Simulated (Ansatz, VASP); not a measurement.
## One calculation of Ta, two programs

```
Ta
1.0
     2.32691    1.34344    0.97738
    -2.32691    1.34344    0.97738
     0.00000   -2.68689    0.97738
Ta
1
Direct
  0.50000 0.50000 0.50000
```

Alike in both runs: functional PBE; k mesh 9 × 9 × 9; occupations gaussian, width 0.1 eV; no spin polarisation.

Ansatz relaxed the structure, and its values are those at the end. VASP's run is a single point on that final structure, the one shown.

|  | VASP | Ansatz |
| --- | --- | --- |
| version | VASP 6.6.1 | Ansatz 0.2.0 |
| potentials or method | VASP PAW PBE potentials, release 64 (Ta_pv), cutoff 520 eV | scalar-relativistic, plane waves, PAW |
| valence electrons in the cell | 11 | 13 |

|  | VASP | Ansatz | Ansatz less VASP |
| --- | --- | --- | --- |
| gap on the k mesh at the Fermi level (eV) | none | none | - |
| pressure (GPa) | 0.1 | 0.0 | -0.10 |

A gap of «none» marks a metal or a gap that the smearing closes. With one functional, cell and mesh, what is left measures potentials, basis and numerics. VASP's potentials hold 11 valence electrons a cell and Ansatz's 13, so a difference there can come from the potentials and not from the codes.

Spin-orbit coupling is off throughout.
